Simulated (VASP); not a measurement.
Write the native input for VASP 6.6.1 that does the following.

* Task: relaxation of cell and atoms
* Functional: PBE
* Potentials or basis: VASP PAW PBE potentials, release 64 (Mg_sv, O_h)
* Cutoff: 1340 eV
* k mesh: 6 × 6 × 6
* Occupations: gaussian, width 0.1 eV
* Spin: no spin polarisation
* Dipole correction: no
* Further INCAR settings: ALGO = Normal; EDIFF = 1e-07; IBRION = 2; EDIFFG = -0.04; NSW = 90; ISIF = 3

The structure of MgO lies in POSCAR:

```
MgO
1.0
    1.5430066409     -4.0653551694      0.0000000000
    1.5430066409      4.0653551694      0.0000000000
    0.0000000000      0.0000000000      3.0728952657
Mg O
2 2
Direct
    0.3544000000      0.6456000000      0.7500000000
    0.6456000000      0.3544000000      0.2500000000
    0.0776000000      0.9224000000      0.7500000000
    0.9224000000      0.0776000000      0.2500000000
```

These files were run (other wordings do the same):

INCAR

```
SYSTEM = MgO
PREC = Accurate
ENCUT = 1340
EDIFF = 1E-7
ISMEAR = 0
SIGMA = 0.1
LREAL = .FALSE.
LASPH = .TRUE.
NELM = 120
ALGO = Normal
ISIF = 3
LWAVE = .FALSE.
LCHARG = .FALSE.
GGA = PE
IBRION = 2
NSW = 90
EDIFFG = -0.04
GGA_COMPAT = .FALSE.
NELMIN = 4
```

KPOINTS

```
regular mesh
0
G
  6 6 6
  0 0 0
```

Potentials or basis: VASP PAW PBE potentials, release 64 (Mg_sv, O_h).

Run with:

```console
$ cat potpaw_PBE.64/Mg_sv/POTCAR potpaw_PBE.64/O_h/POTCAR > POTCAR
$ mpirun -np 1 vasp_std > vasp.out
```

Results of the run:

The relaxed volume is 11.33 Å³/atom. The relaxed cell is a = 5.550 Å, b = 5.550 Å, c = 2.929 Å, α = 90.00°, β = 90.00°, γ = 149.85° and the space group after relaxing (to 0.1 Å) is Cmcm (No. 63). The energy gained by relaxing is 1229.2 meV/atom, the ionic steps are 21 and the pressure after relaxing is 0.0 GPa. The largest force after relaxing is 0.027 eV/Å and the band gap on the k mesh is 3.05 eV (least direct gap 3.13 eV).

Caveat: the volume moved by over 15 % at a fixed basis, so the end points are rough.

Wall time 38 min on 1 thread of Intel(R) Xeon(R) Platinum 8488C (Sapphire Rapids), on a shared host, peak memory 0.45 GiB.
